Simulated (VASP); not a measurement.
# Pd (Im-3m) in VASP: notebook, part 2 of 2

VASP 6.6.1. Earlier steps stand in the parts before.

### 4 Relaxation of cell and atoms, PBE, collinear spin

This run uses another cell than the first one, of 14.71 Å³/atom.

INCAR

```
SYSTEM = Pd
PREC = Accurate ; ENCUT = 500
EDIFF = 1E-7 ; ISMEAR = -1
SIGMA = 0.05 ; LREAL = .FALSE.
LASPH = .TRUE. ; NELM = 200
ALGO = Normal ; ISIF = 3
LWAVE = .FALSE. ; LCHARG = .FALSE.
ISPIN = 2 ; MAGMOM = 0.5 -0.5
LORBIT = 11 ; LMAXMIX = 4
GGA = PE ; IBRION = 2
NSW = 80 ; EDIFFG = -0.01
GGA_COMPAT = .FALSE. ; NELMIN = 4
```

KPOINTS

```
regular mesh
0
G
  10 10 10
  0 0 0
```

POSCAR

```
Pd
1.0
    3.0873363060      0.0000000000      0.0000000000
    0.0000000000      3.0873363060      0.0000000000
    0.0000000000      0.0000000000      3.0873363060
Pd
2
Direct
    0.0000000000      0.0000000000      0.0000000000
    0.5000000000      0.5000000000      0.5000000000
```

Potentials or basis: VASP PAW PBE potentials, release 64 (Pd).

Started as:

```sh
$ cat potpaw_PBE.64/Pd/POTCAR > POTCAR
$ mpirun -np 1 vasp_std > vasp.out
```

OUTCAR:

```text
SYSTEM = Pd
   PREC = Accurate
   ENCUT = 500
   EDIFF = 1E-7
   ISMEAR = -1
   LREAL = .FALSE.
   LASPH = .TRUE.
   NELM = 200
   ISIF = 3
   ISPIN = 2
   LORBIT = 11
   GGA = PE
   IBRION = 2
   NSW = 80
   EDIFFG = -0.01
   NELMIN = 4

 ion  position               nearest neighbor table
   1  0.000  0.000  0.000-   2 2.67   2 2.67   2 2.67   2 2.67   2 2.67   2 2.67   2 2.67   2 2.67

   2  0.500  0.500  0.500-   1 2.67   1 2.67   1 2.67   1 2.67   1 2.67   1 2.67   1 2.67   1 2.67

  LATTYP: Found a simple cubic cell.
 ALAT       =     3.0873363060

  Lattice vectors:

 A1 = (   3.0873363060,   0.0000000000,   0.0000000000)
 A2 = (   0.0000000000,   3.0873363060,   0.0000000000)
 A3 = (   0.0000000000,   0.0000000000,   3.0873363060)

Analysis of symmetry for initial positions (statically):
=====================================================================
 Subroutine PRICEL returns following result:

  LATTYP: Found a body centered cubic cell.
 ALAT       =     3.0873363060
[... 12 lines left out ...]
 Subroutine GETGRP returns: Found 48 space group operations
 (whereof 48 operations were pure point group operations)
 out of a pool of 48 trial point group operations.

The static configuration has the point symmetry O_h .

Analysis of symmetry for dynamics (positions and initial velocities):
=====================================================================
 Subroutine PRICEL returns following result:

  LATTYP: Found a body centered cubic cell.
 ALAT       =     3.0873363060
[... 12 lines left out ...]
 Subroutine GETGRP returns: Found 48 space group operations
 (whereof 48 operations were pure point group operations)
 out of a pool of 48 trial point group operations.

The dynamic configuration has the point symmetry O_h .

Analysis of structural, dynamic, and magnetic symmetry:
=====================================================================
 Subroutine PRICEL returns following result:

  LATTYP: Found a body centered cubic cell.
 ALAT       =     3.0873363060
[... 12 lines left out ...]
 Subroutine GETGRP returns: Found 48 space group operations
 (whereof 48 operations were pure point group operations)
 out of a pool of 48 trial point group operations.

The overall configuration has the point symmetry O_h .

 Subroutine INISYM returns: Found 48 space group operations
 (whereof 48 operations are pure point group operations),
 and found     2 'primitive' translations

----------------------------------------------------------------------------------------

                                     Primitive cell

  volume of cell :      14.7137

  direct lattice vectors                    reciprocal lattice vectors
     1.543668153  1.543668153 -1.543668153     0.323903813  0.323903813  0.000000000
    -1.543668153  1.543668153  1.543668153    -0.000000000  0.323903813  0.323903813
     1.543668153 -1.543668153  1.543668153     0.323903813  0.000000000  0.323903813

  length of vectors
     2.673711671  2.673711671  2.673711671     0.458069165  0.458069165  0.458069165

  position of ions in fractional coordinates (direct lattice)
     0.000000000  0.000000000  0.000000000

  ion indices of the primitive-cell ions
   primitive index   ion index
                 1           1

----------------------------------------------------------------------------------------

 KPOINTS: regular mesh

Automatic generation of k-mesh.
 Grid dimensions read from file:
[... 68 lines left out ...]
   NSW    =     80    number of steps for IOM
   IBRION =      2    ionic relax: 0-MD 1-quasi-New 2-CG
   NFREE  =      1    steps in history (QN), initial steepest desc. (CG)
   ISIF   =      3    stress and relaxation
   ISYM   =      2    0-nonsym 1-usesym 2-fastsym
   POTIM  = 0.5000    time-step for ionic-motion
   TEBEG  =    0.0;   TEEND  =   0.0 temperature during run
   PSTRESS=    0.0 pullay stress
   NELECT =      20.0000    total number of electrons
   NUPDOWN=      -1.0000    fix difference up-down
   EMIN   =  10.00;   EMAX   =-10.00  energy-range for DOS
   EFERMI =   0.00;   METHOD = LEGACY
   ISMEAR =    -1;   SIGMA  =   0.05  broadening in eV -4-tet -1-fermi 0-gaus
   EFERMI_NEDOS =   21; number of points for ismear=-14 and -15
   IALGO  =     38    algorithm
   IMIX   =      4    mixing-type and parameters
     AMIX     =   0.40;   BMIX     =  1.00
     AMIX_MAG =   1.60;   BMIX_MAG =  1.00
  volume/ion in A,a.u.               =      14.71        99.29
  Fermi-wavevector in a.u.,A,eV,Ry     =   1.439354  2.719984 28.187725  2.071739
  Thomas-Fermi vector in A             =   2.558219
   LORBIT       =     11    0 simple, 1 ext, 2 COOP (PROOUT), +10 PAW based schemes
   GGA     = PE    functional components
   LHFCALC =     F    Hartree Fock is set to
   AEXX    =    0.0000 exact exchange contribution
   IVDW    =     0    specifies the selected vdW correction
   LEPSILON=     F    determine dielectric tensor
   LRPA    =     F    only Hartree local field effects (RPA)
 conjugate gradient relaxation of ions
 spin polarized calculation
  energy-cutoff  :      500.00
  volume of cell :       29.43
 maximum number of plane-waves:       768
 NGX is ok and might be reduce to    24
   NGX = 11   NGY = 11   NGZ = 11

--------------------------------------- Ionic step        1  -------------------------------------------

 number of electron      20.0000005 magnetization       0.0000000

 number of electron      20.0000005 magnetization      -0.0000000

 Free energy of the ion-electron system (eV)
  ---------------------------------------------------
  ext. energy  EPLUGINS =         0.00000000
  ---------------------------------------------------
  free energy    TOTEN  =       -10.31623745 eV

  energy without entropy =      -10.29702462  energy(sigma->0) =      -10.30663103

------------------------ aborting loop because EDIFF is reached ----------------------------------------

  FORCE on cell =-STRESS in cart. coord.  units (eV):
  Direction    XX          YY          ZZ          XY          YZ          ZX
  --------------------------------------------------------------------------------------
  -------------------------------------------------------------------------------------
  Total        1.5885343      1.5885343      1.5885343     -0.0000000     -0.0000000      0.0000000
  in kB       86.4879035     86.4879035     86.4879035     -0.0000000     -0.0000000      0.0000000
  external PRESSURE =      86.4879035 kB  Pullay stress =       0.0000000 kB
[... 101 lines left out ...]
 number of electron      20.0000018 magnetization      -0.0000000

 number of electron      20.0000018 magnetization       0.0000000

 Free energy of the ion-electron system (eV)
  ---------------------------------------------------
  ext. energy  EPLUGINS =         0.00000000
  ---------------------------------------------------
  free energy    TOTEN  =       -10.35243846 eV

  energy without entropy =      -10.33128805  energy(sigma->0) =      -10.34186325

 E-fermi :   9.0288     XC(G=0): -12.9070

 val. band max:        8.9406286574   @ k =   0.3000   0.1000   0.1000
 cond. band min:       9.0349577255   @ k =   0.1000   0.0000   0.0000
 fundamental gap:      0.0943290681
 Fermi energy:         9.0288036056

 spin component 1

 k-point     1 :       0.0000    0.0000    0.0000
  band No.  band energies     occupation
      1       2.2613      1.00000
      2       4.1607      1.00000
      3       4.1607      1.00000
      4       6.2845      1.00000
      5       6.2845      1.00000
      6       6.2845      1.00000
      7       8.1528      1.00000
      8       8.1528      1.00000
      9       9.2464      0.01272
     10       9.2464      0.01272
     11       9.2464      0.01272
     12      18.1447      0.00000
     13      18.1447      0.00000
     14      18.1447      0.00000
[... 379 lines left out ...]
      3       5.1399      1.00000
      4       6.0756      1.00000
      5       6.1260      1.00000
      6       7.0308      1.00000
      7       7.5012      1.00000
      8       7.5253      1.00000
      9       7.9845      1.00000
     10       8.4562      0.99999
     11       8.9406      0.85365
     12      13.6185      0.00000
     13      20.0636      0.00000
     14      20.4463      0.00000

 [... further k-points ...]

 spin component 2

 k-point     1 :       0.0000    0.0000    0.0000
  band No.  band energies     occupation
      1       2.2613      1.00000
      2       4.1607      1.00000
      3       4.1607      1.00000
      4       6.2845      1.00000
      5       6.2845      1.00000
      6       6.2845      1.00000
      7       8.1528      1.00000
      8       8.1528      1.00000
      9       9.2464      0.01272
     10       9.2464      0.01272
     11       9.2464      0.01272
     12      18.1447      0.00000
     13      18.1447      0.00000
     14      18.1447      0.00000
[... 420 lines left out ...]
  FREE ENERGIE OF THE ION-ELECTRON SYSTEM (eV)
  ---------------------------------------------------
  free  energy   TOTEN  =       -10.3524384563 eV

  energy  without entropy=      -10.3312880463  energy(sigma->0) =      -10.34186325

 reached required accuracy - stopping structural energy minimisation

 total charge

# of ion       s       p       d       tot
------------------------------------------
    1        0.469   0.425   8.468   9.361
    2        0.469   0.425   8.468   9.361
--------------------------------------------------
tot          0.937   0.849  16.937  18.723

 magnetization (x)

# of ion       s       p       d       tot
------------------------------------------
    1        0.000  -0.000  -0.000  -0.000
    2       -0.000   0.000   0.000   0.000
--------------------------------------------------
tot          0.000   0.000   0.000   0.000
```

Run time: 44 s. Hardware: 1 thread of Intel Xeon 6975P-C (Granite Rapids), shared host; peak memory 0.17 GiB.

What came out:

| Property | Result |
| --- | --- |
| Free energy | -10.3524 eV |
| Relaxed volume | 15.42 Å³/atom |
| Relaxed cell | a = 3.136 Å, b = 3.136 Å, c = 3.136 Å, α = 90.00°, β = 90.00°, γ = 90.00° |
| Space group after relaxing (to 0.1 Å) | Im-3m (No. 229) |
| Energy gained by relaxing | 18.1 meV/atom |
| Ionic steps | 4 |
| Pressure after relaxing | 0.0 GPa |
| Band gap on the k mesh | zero (filled and empty bands overlap) |
| Net moment | 0.00 μB per cell |
| Valence electrons inside the program's atomic spheres | Pd 9.36 |

The path:
```
step  energy change (eV)  largest force (eV/Å)  pressure (GPa)  volume (Å³)
   1              0.0000                0.0000            8.65        29.43
   2              0.0271                0.0000           -8.98        32.94
   3             -0.0362                0.0000           -0.11        30.86
   4             -0.0362                0.0000            0.05        30.83
```

Final structure:
```yaml
crystal:
  lattice:
    - [3.13567, 0.00000, 0.00000]
    - [0.00000, 3.13567, 0.00000]
    - [0.00000, 0.00000, 3.13567]
  atoms:
    - { symbol: Pd, position: [0.00000, 0.00000, 0.00000] }
    - { symbol: Pd, position: [0.50000, 0.50000, 0.50000] }
```

### 5 Single point, PBE, collinear spin

INCAR

```
ALGO = Normal ; EDIFF = 1E-6
ENCUT = 500 ; GGA = PE
GGA_COMPAT = False ; ISIF = 2
ISMEAR = -1 ; ISPIN = 2
LASPH = True ; LCHARG = True
LELF = True ; LMAXMIX = 4
LORBIT = 11 ; LREAL = False
LVHAR = True ; LWAVE = False
MAGMOM = 0.5 -0.5 ; NBANDS = 21
NELM = 200 ; PREC = Accurate
SIGMA = 0.05
```

KPOINTS

```
k-points
0
Gamma
  16 16 16
```

POSCAR

```
Pd
1.0
    3.1373983922      0.0000000000      0.0000000000
    0.0000000000      3.1373983922      0.0000000000
    0.0000000000      0.0000000000      3.1373983922
Pd
2
Direct
    0.0000000000      0.0000000000      0.0000000000
    0.5000000000      0.5000000000      0.5000000000
```

Started as:

```sh
$ cat potpaw_PBE.64/Pd/POTCAR > POTCAR
$ mpirun -np 1 vasp_std > vasp.out
```

Wall time 52 s (1 thread of Intel Xeon 6975P-C (Granite Rapids), shared host); peak memory 0.25 GiB.

Results (log left out):

| Quantity | Value |
| --- | --- |
| Free energy | -10.3585 eV |
| Pressure | -0.2 GPa |
| Band gap on the k mesh | zero (filled and empty bands overlap) |
| Net moment | 0.00 μB per cell |
| Valence electrons inside the program's atomic spheres | Pd 9.36 |

Levels at points of the mesh, in eV from the Fermi level:
Spin up:
```
           k point  band 8  band 9  band 10  band 11  band 12  band 13
(0.00, 0.00, 0.00)   -0.90    0.20     0.20     0.20     9.08     9.08
(0.50, 0.00, 0.00)   -2.16   -1.39    -1.39     0.69     0.69    16.49
(0.50, 0.50, 0.00)   -0.68    0.56     0.56     1.48     1.48     7.58
(0.50, 0.50, 0.50)   -0.64   -0.64    -0.64     8.57     8.57     9.26
```
Spin down:
```csv
k point,band 8,band 9,band 10,band 11,band 12,band 13
"(0.00, 0.00, 0.00)",-0.90,0.20,0.20,0.20,9.08,9.08
"(0.50, 0.00, 0.00)",-2.16,-1.39,-1.39,0.69,0.69,16.49
"(0.50, 0.50, 0.00)",-0.68,0.56,0.56,1.48,1.48,7.58
"(0.50, 0.50, 0.50)",-0.64,-0.64,-0.64,8.57,8.57,9.26
```

### 6 Overview

```tsv
task	cell	k mesh	gap on the mesh (eV)	pressure (GPa)	moment (μB)
single point	a = 3.137 Å, 2 atoms	10 × 10 × 10	none	-0.3	0.00
single point	a = 3.258 Å, 2 atoms	11 × 11 × 11	none	-13.6	0.00
relaxation of cell and atoms	relaxed from a = 3.087 Å, 2 atoms	10 × 10 × 10	none	0.0	0.00
single point	a = 3.137 Å, 2 atoms	16 × 16 × 16	none	-0.2	0.00
```

Alike in all rows: level PBE; potentials or basis VASP PAW PBE potentials, release 64 (Pd); spin collinear; cutoff (eV) 500; smearing fermi-dirac 0.05 eV.

Caveats: the cell stands under tension (at least some runs).

Absolute energies hang on the potentials; compare differences alone.
